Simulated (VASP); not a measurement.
## Nb: single point with PBE

Crystal: Nb.

```
CELL_PARAMETERS angstrom
-1.65000 1.65000 1.65000
1.65000 -1.65000 1.65000
1.65000 1.65000 -1.65000
ATOMIC_POSITIONS crystal
Nb 0.00000 0.00000 0.00000
```

- Program: VASP 6.6.1
- Task: single point
- Functional: PBE
- Potentials or basis: VASP PAW PBE potentials, release 64 (Nb_sv)
- Cutoff: 520 eV
- k mesh: 8 × 8 × 8
- Occupations: gaussian, width 0.05 eV
- Spin: no spin polarisation
- Dipole correction: no
- Further INCAR settings: ALGO = Normal; EDIFF = 1e-06; NBANDS = 12

```
Pressure : 1.7 GPa
```

Levels at points of the mesh, in eV from the Fermi level:
| k point | band 4 | band 5 | band 6 | band 7 | band 8 | band 9 |
| --- | --- | --- | --- | --- | --- | --- |
| (0.00, 0.00, 0.00) | -29.52 | -5.78 | 0.52 | 0.52 | 0.52 | 3.44 |
| (0.50, 0.00, 0.00) | -29.53 | -3.57 | -1.51 | 2.46 | 3.47 | 4.15 |
| (0.50, 0.50, 0.50) | -30.45 | -3.57 | -3.57 | 5.77 | 5.77 | 5.77 |

Run time: 5.4 s on 1 thread of Intel(R) Xeon(R) Platinum 8259CL CPU @ 2.50GHz (Skylake/Cascade Lake), on a shared host, peak memory 0.13 GiB.
